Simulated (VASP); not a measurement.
Wanted: the native input for a VASP 6.6.1 run.

- Task: single point
- Functional: LDA
- Potentials or basis: VASP PAW LDA potentials, release 64 (Li_sv, Pd)
- Cutoff: 520 eV
- k mesh: 11 × 11 × 15
- Occupations: fermi-dirac, width 0.08 eV
- Spin: no spin polarisation
- Dipole correction: no
- Further INCAR settings: ALGO = Normal; EDIFF = 1e-07; NBANDS = 15

The structure of Li2Pd lies in POSCAR:

```
Li2Pd
1.0
    4.2823210390      0.0000000000      0.0000000000
   -2.1411605195      3.7085988069      0.0000000000
    0.0000000000      0.0000000000      2.7678501753
Li Pd
2 1
Direct
    0.3333333333      0.6666666667      0.5000000000
    0.6666666667      0.3333333333      0.5000000000
    0.0000000000      0.0000000000      0.0000000000
```

These files were run (other wordings do the same):

INCAR

```
SYSTEM = Li2Pd
PREC = Accurate
ENCUT = 520
EDIFF = 1E-7
ISMEAR = -1
SIGMA = 0.08
LREAL = .False.
LASPH = .True.
NELM = 80
ALGO = Normal
ISIF = 2
LWAVE = .False.
LCHARG = .False.
NBANDS = 15
```

KPOINTS

```
Automatic mesh
0
Gamma
  11 11 15
  0 0 0
```

Potentials or basis: VASP PAW LDA potentials, release 64 (Li_sv, Pd).

Launch:

```sh
$ cat potpaw_LDA.64/Li_sv/POTCAR potpaw_LDA.64/Pd/POTCAR > POTCAR
$ mpirun -np 1 vasp_std > vasp.out
```

It gave:

```
Band gap on the k mesh : zero (bands 8 and 9 overlap by 2.27 eV)
```

Run time: 48 s on 1 thread of Intel(R) Xeon(R) Platinum 8124M CPU @ 3.00GHz (Skylake/Cascade Lake) (shared host), peak memory 0.2 GiB.
